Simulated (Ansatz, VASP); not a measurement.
## PbSe in VASP and in Ansatz

File POSCAR:

```
PbSe
1.0
    0.0000000000      3.4232041400      3.4232041400
    3.4232041400      0.0000000000      3.4232041400
    3.4232041400      3.4232041400      0.0000000000
Pb Se
1 1
Direct
    0.0000000000      0.0000000000      0.0000000000
    0.2500000000      0.2500000000      0.2500000000
```

The input INCAR.step1:

```
SYSTEM = PbSe
ALGO     = Normal         ! electronic algorithm
EDIFF    = 1E-5           ! SCF threshold, eV
ENCUT    = 520            ! plane-wave cutoff, eV
GGA      = PE             ! functional
ISIF     = 2              ! what is computed and relaxed
ISMEAR   = 0              ! smearing method
LASPH    = .True.         ! aspherical terms in the spheres
LCHARG   = .False.        ! write CHGCAR
LREAL    = .False.        ! projectors in reciprocal space
LWAVE    = .True.         ! write WAVECAR
NBANDS   = 17             ! bands
NELM     = 60             ! most SCF steps
PREC     = Accurate       ! precision mode
SIGMA    = 0.01           ! smearing width, eV
```

The input INCAR.step2:

```
SYSTEM = PbSe
AEXX     = 0.3            ! exact-exchange fraction
ALGO     = Normal         ! electronic algorithm
EDIFF    = 1E-7           ! SCF threshold, eV
ENCUT    = 520            ! plane-wave cutoff, eV
GGA      = PE             ! functional
HFSCREEN = 0.1            ! screening, 1/A
ISIF     = 2              ! what is computed and relaxed
ISMEAR   = 0              ! smearing method
ISTART   = 1            
LASPH    = .True.         ! aspherical terms in the spheres
LCHARG   = .False.        ! write CHGCAR
LHFCALC  = .True.         ! exact exchange
LREAL    = .False.        ! projectors in reciprocal space
LWAVE    = .False.        ! write WAVECAR
NBANDS   = 17             ! bands
NELM     = 60             ! most SCF steps
PREC     = Accurate       ! precision mode
PRECFOCK = Normal       
SIGMA    = 0.01           ! smearing width, eV
```

KPOINTS

```
k-points
0
Gamma
  4 4 4
  0 0 0
```

Input for Ansatz:

```yaml
crystal:
  lattice:
    - [0.0, 3.42320414, 3.42320414]
    - [3.42320414, 0.0, 3.42320414]
    - [3.42320414, 3.42320414, 0.0]
  atoms:
    - { symbol: Pb, position: [0.0, 0.0, 0.0] }
    - { symbol: Se, position: [0.25, 0.25, 0.25] }
kpoints:
  mp_grid: { grid: [4, 4, 4] }
hamiltonian:
  xc: { exchange: pbe, correlation: pbe, exx: { coeff: 0.3, omega: 0.1 } }
scf:
  occupations: { method: fixed }
  n_extra_bands: 4
output:
  forces: true
  stress: true
  eigenvalues: true
```

Alike in both runs: task single point; functional PBE-based screened hybrid; k mesh 4 × 4 × 4; no spin polarisation.

```csv
,VASP,Ansatz
version,VASP 6.6.1,Ansatz 0.2.0
potentials or method,"VASP PAW PBE potentials, release 64 (Pb_d, Se)",plane waves
plane-wave cutoff (eV),520,420
occupations,"gaussian, width 0.01 eV",fixed
valence electrons in the cell,20,30
```

Ansatz gave:

* gap on the k mesh at the Fermi level (eV): 1.48
* pressure (GPa): 0.0

Question: Which values does VASP return?

Answer: gap on the k mesh at the Fermi level (eV): 1.51; pressure (GPa): -0.2.

VASP's potentials were made for PBE, not for PBE-based screened hybrid. VASP's potentials hold 20 valence electrons a cell and Ansatz's 30, so a difference there can come from the potentials and not from the codes. Ansatz's warnings: stress exchange threshold loose, stress scf threshold loose.

Spin-orbit coupling is off throughout.
